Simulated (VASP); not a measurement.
# Al (P6_3/mmc) in VASP: further runs

Al is run at these levels: revPBE; tasks: single point.

Everything below comes from runs of VASP 6.6.1. Logs are shortened: lines on timing, memory, paths and dates and some standing lists are left out, and cuts for length are marked.

### Step 1. The cell of the first run

Symmetry: P6_3/mmc, No. 194, hexagonal system. The conventional cell has a = 2.859 Å, b = 2.859 Å, c = 9.489 Å, α = 90.00°, β = 90.00°, γ = 120.00°. Al (site symmetry -3m) has 12 Al at 2.86 to 2.89 Å within 3.8 Å. Within 3.8 Å of Al (site symmetry -6m2) lie 12 Al at 2.86 to 2.89 Å.

### Step 2. Single point, revPBE

Contents of INCAR:

```
SYSTEM = Al
ALGO = Normal ; EDIFF = 1E-6
ENCUT = 520 ; GGA = RE
ISIF = 2 ; ISMEAR = -1
LASPH = .True. ; LCHARG = .False.
LREAL = .False. ; LWAVE = .False.
NBANDS = 14 ; NELM = 100
PREC = Accurate ; SIGMA = 0.1
```

Contents of KPOINTS:

```
k-points
0
Gamma
  13 13 4
  0 0 0
```

Contents of POSCAR:

```
Al
1.0
    2.8593093012      0.0000000000      0.0000000000
   -1.4296546506      2.4762344921      0.0000000000
    0.0000000000      0.0000000000      9.4891692051
Al
4
Direct
    0.0000000000      0.0000000000      0.0000000000
    0.0000000000      0.0000000000      0.5000000000
    0.3333333333      0.6666666667      0.2500000000
    0.6666666667      0.3333333333      0.7500000000
```

Potentials or basis: VASP PAW PBE potentials, release 64 (Al).

Launch:

```
> cat potpaw_PBE.64/Al/POTCAR > POTCAR
> mpirun -np 1 vasp_std > vasp.out
```

OUTCAR:

```text
SYSTEM = Al
   EDIFF = 1E-6
   ENCUT = 520
   GGA = RE
   ISIF = 2
   ISMEAR = -1
   LASPH = .True.
   LREAL = .False.
   NELM = 100
   PREC = Accurate

 ion  position               nearest neighbor table
   1  0.000  0.000  0.000-   3 2.89   4 2.89   3 2.89   4 2.89   4 2.89   3 2.89
   2  0.000  0.000  0.500-   3 2.89   4 2.89   3 2.89   4 2.89   4 2.89   3 2.89
   3  0.333  0.667  0.250-   1 2.89   2 2.89   1 2.89   2 2.89   1 2.89   2 2.89
   4  0.667  0.333  0.750-   1 2.89   2 2.89   1 2.89   2 2.89   1 2.89   2 2.89

  LATTYP: Found a hexagonal cell.
 ALAT       =     2.8593093012
 C/A-ratio  =     3.3186928050

  Lattice vectors:

 A1 = (   2.8593093012,   0.0000000000,   0.0000000000)
 A2 = (  -1.4296546506,   2.4762344921,   0.0000000000)
 A3 = (   0.0000000000,   0.0000000000,   9.4891692051)

Analysis of symmetry for initial positions (statically):
=====================================================================
 Subroutine PRICEL returns:
 Original cell was already a primitive cell.

 Routine SETGRP: Setting up the symmetry group for a
 hexagonal supercell.

 Subroutine GETGRP returns: Found 24 space group operations
 (whereof 12 operations were pure point group operations)
 out of a pool of 24 trial point group operations.

The static configuration has the point symmetry D_3d.
 The point group associated with its full space group is D_6h.

Analysis of symmetry for dynamics (positions and initial velocities):
=====================================================================
 Subroutine PRICEL returns:
 Original cell was already a primitive cell.

 Routine SETGRP: Setting up the symmetry group for a
 hexagonal supercell.

 Subroutine GETGRP returns: Found 24 space group operations
 (whereof 12 operations were pure point group operations)
 out of a pool of 24 trial point group operations.

The dynamic configuration has the point symmetry D_3d.
 The point group associated with its full space group is D_6h.

 Subroutine INISYM returns: Found 24 space group operations
 (whereof 12 operations are pure point group operations),
 and found     1 'primitive' translations

----------------------------------------------------------------------------------------

                                     Primitive cell

  volume of cell :      67.1864

  direct lattice vectors                    reciprocal lattice vectors
     2.859309301  0.000000000  0.000000000     0.349734812  0.201919488  0.000000000
    -1.429654651  2.476234492  0.000000000     0.000000000  0.403838975  0.000000000
     0.000000000  0.000000000  9.489169205     0.000000000  0.000000000  0.105383304

  length of vectors
     2.859309301  2.859309301  9.489169205     0.403838975  0.403838975  0.105383304

  position of ions in fractional coordinates (direct lattice)
     0.000000000  0.000000000  0.000000000
     0.000000000  0.000000000  0.500000000
     0.333333333  0.666666667  0.250000000
     0.666666667  0.333333333  0.750000000

  ion indices of the primitive-cell ions
   primitive index   ion index
                 1           1
                 2           2
                 3           3
                 4           4

----------------------------------------------------------------------------------------

 KPOINTS: k-points

Automatic generation of k-mesh.
 Grid dimensions read from file:
 generate k-points for:   13   13    4

 Generating k-lattice:

  Cartesian coordinates                     Fractional coordinates (reciprocal lattice)
     0.026902678  0.015532268  0.000000000     0.076923077  0.000000000  0.000000000
     0.000000000  0.031064537  0.000000000     0.000000000  0.076923077  0.000000000
     0.000000000  0.000000000  0.026345826     0.000000000  0.000000000  0.250000000

  Length of vectors
     0.031064537  0.031064537  0.026345826

  Shift w.r.t. Gamma in fractional coordinates (k-lattice)
     0.000000000  0.000000000  0.000000000

 Subroutine IBZKPT returns following result:
 ===========================================

 Found     63 irreducible k-points:

 Following reciprocal coordinates:
            Coordinates               Weight
  0.000000  0.000000  0.000000      1.000000
  0.076923 -0.000000  0.000000      6.000000
  0.153846 -0.000000  0.000000      6.000000
  0.230769 -0.000000  0.000000      6.000000
  0.307692 -0.000000  0.000000      6.000000
  0.384615  0.000000  0.000000      6.000000
[... 16 lines left out ...]
  0.076923 -0.000000  0.250000     12.000000
  0.153846 -0.000000  0.250000     12.000000
 [... further k-points ...]
   k-points           NKPTS =     63   k-points in BZ     NKDIM =     63   number of bands    NBANDS=     14
   number of dos      NEDOS =    301   number of ions     NIONS =      4
   total plane-waves  NPLWV =  41472
   dimension x,y,z NGX =    24 NGY =   24 NGZ =   72
   dimension x,y,z NGXF=    48 NGYF=   48 NGZF=  144
   ions per type =               4
   NGX,Y,Z   is equivalent  to a cutoff of  13.95, 13.95, 12.61 a.u.
   NGXF,Y,Z  is equivalent  to a cutoff of  27.91, 27.91, 25.23 a.u.
 SYSTEM =  Al
   PREC   = accura    normal or accurate (medium, high low for compatibility)
   ISTART =      0    job   : 0-new  1-cont  2-samecut
   ICHARG =      2    charge: 1-file 2-atom 10-const
   ISPIN  =      1    spin polarized calculation?
   LNONCOLLINEAR =      F non collinear calculations
   LSORBIT =      F    spin-orbit coupling
   LASPH  =      T    aspherical Exc in radial PAW
   ENCUT  =  520.0 eV  38.22 Ry    6.18 a.u.   5.32  5.32 17.64*2*pi/ulx,y,z
   NELM   =    100;   NELMIN=  2; NELMDL= -5     # of ELM steps
   EDIFF  = 0.1E-05   stopping-criterion for ELM
   LREAL  =      F    real-space projection
   EDIFFG = 0.1E-04   stopping-criterion for IOM
   NSW    =      0    number of steps for IOM
   IBRION =     -1    ionic relax: 0-MD 1-quasi-New 2-CG
   NFREE  =      0    steps in history (QN), initial steepest desc. (CG)
   ISIF   =      2    stress and relaxation
   ISYM   =      2    0-nonsym 1-usesym 2-fastsym
   POTIM  = 0.5000    time-step for ionic-motion
   TEBEG  =    0.0;   TEEND  =   0.0 temperature during run
   PSTRESS=    0.0 pullay stress
   NELECT =      12.0000    total number of electrons
   NUPDOWN=      -1.0000    fix difference up-down
   EMIN   =  10.00;   EMAX   =-10.00  energy-range for DOS
   EFERMI =   0.00;   METHOD = LEGACY
   ISMEAR =    -1;   SIGMA  =   0.10  broadening in eV -4-tet -1-fermi 0-gaus
   EFERMI_NEDOS =   21; number of points for ismear=-14 and -15
   IALGO  =     38    algorithm
   IMIX   =      4    mixing-type and parameters
     AMIX     =   0.40;   BMIX     =  1.00
     AMIX_MAG =   1.60;   BMIX_MAG =  1.00
  volume/ion in A,a.u.               =      16.80       113.35
  Fermi-wavevector in a.u.,A,eV,Ry     =   0.921952  1.742236 11.564886  0.849995
  Thomas-Fermi vector in A             =   2.047425
   LORBIT       =      0    0 simple, 1 ext, 2 COOP (PROOUT), +10 PAW based schemes
   GGA     = RE    functional components
   LHFCALC =     F    Hartree Fock is set to
   AEXX    =    0.0000 exact exchange contribution
   IVDW    =     0    specifies the selected vdW correction
   LEPSILON=     F    determine dielectric tensor
   LRPA    =     F    only Hartree local field effects (RPA)
 non-spin polarized calculation
  energy-cutoff  :      520.00
  volume of cell :       67.19
 maximum number of plane-waves:      1837
 NGX is ok and might be reduce to    24
   NGX = 11   NGY = 11   NGZ = 35

 number of electron      12.0000000 magnetization

 Free energy of the ion-electron system (eV)
  ---------------------------------------------------
  ext. energy  EPLUGINS =         0.00000000
  ---------------------------------------------------
  free energy    TOTEN  =       -14.19304520 eV

  energy without entropy =      -14.14279381  energy(sigma->0) =      -14.16791951

 E-fermi :   7.8677     XC(G=0): -10.0919

 val. band max:        7.8484089969   @ k =   0.2308   0.2308   0.2500
 cond. band min:       7.8967730927   @ k =   0.3077   0.3077   0.2500
 fundamental gap:      0.0483640958
 Fermi energy:         7.8676638275

 k-point     1 :       0.0000    0.0000    0.0000
  band No.  band energies     occupation
      1      -3.1255      2.00000
      2      -1.4905      2.00000
      3      -1.4898      2.00000
      4       3.2689      2.00000
      5       3.3563      2.00000
      6      10.9987      0.00000
      7      11.0091      0.00000
      8      18.6894      0.00000
      9      18.6894      0.00000
     10      18.8645      0.00000
     11      18.8645      0.00000
     12      19.8114      0.00000
     13      19.8123      0.00000
     14      19.8552      0.00000

 k-point     2 :       0.0769   -0.0000    0.0000
  band No.  band energies     occupation
      1      -2.9827      2.00000
      2      -1.3493      2.00000
      3      -1.3486      2.00000
      4       3.4017      2.00000
      5       3.4960      2.00000
      6      11.1154      0.00000
      7      11.1299      0.00000
      8      16.3052      0.00000
      9      17.3076      0.00000
     10      17.6246      0.00000
     11      17.7138      0.00000
     12      18.6766      0.00000
     13      18.6951      0.00000
     14      18.7151      0.00000

 k-point     3 :       0.1538   -0.0000    0.0000
  band No.  band energies     occupation
      1      -2.5551      2.00000
      2      -0.9266      2.00000
      3      -0.9256      2.00000
      4       3.8000      2.00000
      5       3.9124      2.00000
      6      11.4188      0.00000
      7      11.4733      0.00000
      8      13.5266      0.00000
      9      14.8264      0.00000
     10      14.9412      0.00000
     11      16.0835      0.00000
     12      17.4821      0.00000
     13      17.4846      0.00000
     14      17.4944      0.00000
[... 324 lines left out ...]
 k-point    23 :       0.0769   -0.0000    0.2500
  band No.  band energies     occupation
      1      -2.8801      2.00000
      2      -2.0614      2.00000
      3      -0.4379      2.00000
      4       1.9648      2.00000
      5       5.1141      2.00000
      6       8.9601      0.00004
      7      13.4173      0.00000
      8      16.3878      0.00000
      9      17.0548      0.00000
     10      17.3942      0.00000
     11      18.0852      0.00000
     12      18.1558      0.00000
     13      18.4475      0.00000
     14      18.9773      0.00000

 k-point    24 :       0.1538   -0.0000    0.2500
  band No.  band energies     occupation
      1      -2.4527      2.00000
      2      -1.6365      2.00000
      3      -0.0178      2.00000
      4       2.3772      2.00000
      5       5.5145      2.00000
      6       9.3309      0.00000
      7      13.2834      0.00000
      8      13.9174      0.00000
      9      14.3517      0.00000
     10      15.6698      0.00000
     11      16.1710      0.00000
     12      16.8711      0.00000
     13      17.3319      0.00000
     14      17.9920      0.00000

 [... further k-points ...]
[... 5 lines left out ...]
  --------------------------------------------------------------------------------------
  -------------------------------------------------------------------------------------
  Total       -0.0745892     -0.0745892     -0.0475745      0.0000000     -0.0000000      0.0000000
  in kB       -1.7787117     -1.7787117     -1.1344988      0.0000000     -0.0000000      0.0000000
  external PRESSURE =      -1.5639741 kB  Pullay stress =       0.0000000 kB

 VOLUME and BASIS-vectors are now :
 -----------------------------------------------------------------------------
  energy-cutoff  :      520.00
  volume of cell :       67.19
      direct lattice vectors                 reciprocal lattice vectors
     2.859309301  0.000000000  0.000000000     0.349734812  0.201919488  0.000000000
    -1.429654651  2.476234492  0.000000000     0.000000000  0.403838975  0.000000000
     0.000000000  0.000000000  9.489169205     0.000000000  0.000000000  0.105383304

 POSITION                                       TOTAL-FORCE (eV/Angst)
 -----------------------------------------------------------------------------------
      0.00000      0.00000      0.00000         0.000000      0.000000      0.000000
      0.00000      0.00000      4.74458        -0.000000      0.000000      0.000000
     -0.00000      1.65082      2.37229         0.000000      0.000000     -0.000000
      1.42965      0.82541      7.11688        -0.000000      0.000000      0.000000
 -----------------------------------------------------------------------------------
    total drift:                               -0.000000      0.000000      0.000000

  FREE ENERGIE OF THE ION-ELECTRON SYSTEM (eV)
  ---------------------------------------------------
  free  energy   TOTEN  =       -14.1930452029 eV

  energy  without entropy=      -14.1427938138  energy(sigma->0) =      -14.16791951
```

Wall time 34 s (1 thread of Intel Xeon Platinum 8259CL at 2.50GHz (Skylake/Cascade Lake), shared host); peak memory 0.2 GiB.

What came out:

```
Free energy            : -14.1930 eV
Pressure               : -0.2 GPa
Band gap on the k mesh : zero (band 6 reaches 11.48 eV, above the bottom of band 7 at 6.55 eV)
```

Levels at points of the mesh, in eV from the Fermi level:
| k point | band 2 | band 3 | band 4 | band 5 | band 6 | band 7 | band 8 | band 9 | band 10 | band 11 |
| --- | --- | --- | --- | --- | --- | --- | --- | --- | --- | --- |
| (0.00, 0.00, 0.00) | -9.36 | -9.36 | -4.60 | -4.51 | 3.13 | 3.14 | 10.82 | 10.82 | 11.00 | 11.00 |
| (0.00, 0.00, 0.50) | -10.58 | -7.34 | -7.34 | -1.05 | -1.05 | 7.87 | 7.87 | 11.13 | 11.13 | 11.13 |

Caveat: the PAW data sets were made with another functional, which shifts forces and pressure a little.

### Step 3. Single point, revPBE (volume scaled by 0.88)

Contents of INCAR:

```
PREC     = Accurate       # precision mode
ENCUT    = 520            # plane-wave cutoff, eV
EDIFF    = 1E-7           # SCF threshold, eV
ISMEAR   = -1             # smearing method
SIGMA    = 0.1            # smearing width, eV
LREAL    = False          # projectors in reciprocal space
LASPH    = True           # aspherical terms in the spheres
NELM     = 100            # most SCF steps
ALGO     = Normal         # electronic algorithm
ISIF     = 2              # what is computed and relaxed
LWAVE    = False          # write WAVECAR
LCHARG   = True           # write CHGCAR
GGA      = RE             # functional
LELF     = True           # ELF
LVHAR    = True         
NBANDS   = 14             # bands
```

Contents of KPOINTS:

```
Automatic mesh
0
Gamma
  14 14 4
```

Contents of POSCAR:

```
Al
1.0
    2.7400302727      0.0000000000      0.0000000000
   -1.3700151363      2.3729358233      0.0000000000
    0.0000000000      0.0000000000      9.0933187513
Al
4
Direct
    0.0000000000      0.0000000000      0.0000000000
    0.0000000000      0.0000000000      0.5000000000
    0.3333333333      0.6666666667      0.2500000000
    0.6666666667      0.3333333333      0.7500000000
```

Potentials or basis: VASP PAW PBE potentials, release 64 (Al).

Launch:

```
> cat potpaw_PBE.64/Al/POTCAR > POTCAR
> mpirun -np 1 vasp_std > vasp.out
```

Run time: 32 s. Hardware: 1 thread of Intel Xeon Platinum 8259CL at 2.50GHz (Skylake/Cascade Lake), shared host; peak memory 0.18 GiB.

The run converged. Its results:

| Item | Value |
| --- | --- |
| Free energy | -13.9108 eV |
| Pressure | 12.6 GPa |
| Band gap on the k mesh | zero (band 6 reaches 13.14 eV, above the bottom of band 7 at 7.45 eV) |

Stress tensor (GPa, compression positive):
```
12.81  0.00  0.00
 0.00 12.81  0.00
 0.00  0.00 12.19
```

Levels at points of the mesh, in eV from the Fermi level:
```tsv
k point	band 2	band 3	band 4	band 5	band 6	band 7	band 8	band 9	band 10	band 11
(0.00, 0.00, 0.00)	-10.15	-10.15	-5.16	-4.73	3.34	3.35	11.81	11.81	11.81	11.81
(0.50, 0.00, 0.00)	-5.54	-4.22	-4.22	-3.39	-3.39	0.76	1.13	1.41	1.78	6.36
(0.00, 0.00, 0.50)	-11.48	-7.96	-7.96	-1.15	-1.15	8.43	8.43	12.05	12.05	12.05
(0.50, 0.00, 0.50)	-5.20	-5.06	-5.06	-1.99	-1.99	-1.27	-1.27	4.74	4.74	4.79
```

Caveat: the PAW data sets were made with another functional, which shifts forces and pressure a little.

### Step 4. Single point, revPBE (volume scaled by 0.92)

Contents of INCAR:

```
SYSTEM = Al
ALGO     = Normal         ! electronic algorithm
EDIFF    = 1E-6           ! SCF threshold, eV
ENCUT    = 520            ! plane-wave cutoff, eV
GGA      = RE             ! functional
ISIF     = 2              ! what is computed and relaxed
ISMEAR   = -1             ! smearing method
LASPH    = .True.         ! aspherical terms in the spheres
LCHARG   = .False.        ! write CHGCAR
LREAL    = .False.        ! projectors in reciprocal space
LWAVE    = .False.        ! write WAVECAR
NBANDS   = 14             ! bands
NELM     = 80             ! most SCF steps
PREC     = Accurate       ! precision mode
SIGMA    = 0.1            ! smearing width, eV
```

Contents of KPOINTS:

```
k-points
0
Gamma
  14 14 4
  0 0 0
```

Contents of POSCAR:

```
Al
1.0
    2.7809322771      0.0000000000      0.0000000000
   -1.3904661385      2.4083579982      0.0000000000
    0.0000000000      0.0000000000      9.2290599390
Al
4
Direct
    0.0000000000      0.0000000000      0.0000000000
    0.0000000000      0.0000000000      0.5000000000
    0.3333333333      0.6666666667      0.2500000000
    0.6666666667      0.3333333333      0.7500000000
```

Launch:

```
> cat potpaw_PBE.64/Al/POTCAR > POTCAR
> mpirun -np 1 vasp_std > vasp.out
```

Wall time 33 s (1 thread of Intel Xeon Platinum 8259CL at 2.50GHz (Skylake/Cascade Lake), shared host); peak memory 0.2 GiB.

It converged, with:

```
Free energy            : -14.0769 eV
Pressure               : 7.4 GPa
Band gap on the k mesh : zero (band 6 reaches 12.57 eV, above the bottom of band 7 at 6.97 eV)
```

Stress tensor (GPa, compression positive):
```
7.46 0.00 0.00
0.00 7.46 0.00
0.00 0.00 7.22
```

Levels at points of the mesh, in eV from the Fermi level:
```csv
k point,band 4,band 5,band 6,band 7,band 8,band 9
"(0.00, 0.00, 0.00)",-4.98,-4.67,3.25,3.26,11.45,11.45
"(0.50, 0.00, 0.00)",-4.08,-3.35,-3.32,0.77,1.17,1.31
"(0.00, 0.00, 0.50)",-7.76,-1.13,-1.13,8.22,8.22,11.76
"(0.50, 0.00, 0.50)",-4.94,-1.95,-1.95,-1.25,-1.25,4.63
```

Caveat: the PAW data sets were made with another functional, which shifts forces and pressure a little.

### Step 5. Overview

| cell | k mesh | gap on the mesh (eV) | pressure (GPa) |
| --- | --- | --- | --- |
| a = 2.859, b = 2.859, c = 9.489 Å, angles 90.0, 90.0, 120.0°, 4 atoms | 13 × 13 × 4 | none | -0.2 |
| a = 2.740, b = 2.740, c = 9.093 Å, angles 90.0, 90.0, 120.0°, 4 atoms | 14 × 14 × 4 | none | 12.6 |
| a = 2.781, b = 2.781, c = 9.229 Å, angles 90.0, 90.0, 120.0°, 4 atoms | 14 × 14 × 4 | none | 7.4 |

Alike in all rows: task single point; level revPBE; potentials or basis VASP PAW PBE potentials, release 64 (Al); no spin polarisation; cutoff (eV) 520; smearing fermi-dirac 0.1 eV.

Caveats: the PAW data sets were made with another functional, which shifts forces and pressure a little.

Total energies depend on the potentials used, so only differences within one code and one set of settings carry meaning.
